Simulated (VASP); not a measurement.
A run of VASP 6.6.1:

INCAR

```
SYSTEM = Hg
PREC = Accurate ; ENCUT = 520
EDIFF = 1E-6 ; ISMEAR = 0
SIGMA = 0.15 ; LREAL = .False.
LASPH = .True. ; NELM = 80
ALGO = Fast ; ISIF = 2
LWAVE = .False. ; LCHARG = .True.
GGA = PS ; IVDW = 12
LELF = .True. ; LVHAR = .True.
NBANDS = 19
```

Contents of KPOINTS:

```
Automatic mesh
0
Gamma
  18 18 10
  0 0 0
```

Contents of POSCAR:

```
Hg
1.0
    3.2179110721      0.0000000000      0.0000000000
   -1.6089555361      2.7867927356      0.0000000000
    0.0000000000      0.0000000000      4.8567931811
Hg
2
Direct
    0.6666666667      0.3333333333      0.7500000000
    0.3333333333      0.6666666667      0.2500000000
```

Potentials or basis: VASP PAW PBE potentials, release 64 (Hg).

Command:

```console
$ cat potpaw_PBE.64/Hg/POTCAR > POTCAR
$ mpirun -np 1 vasp_std > vasp.out
```

Hardware: 1 thread of Intel Xeon 8259CL (shared host).

Q: Estimate the wall time of this run.

A: Wall time 110 s on 1 thread of Intel Xeon 8259CL, on a shared host, peak memory 0.28 GiB. Counts: scf iterations 11, k points 222.
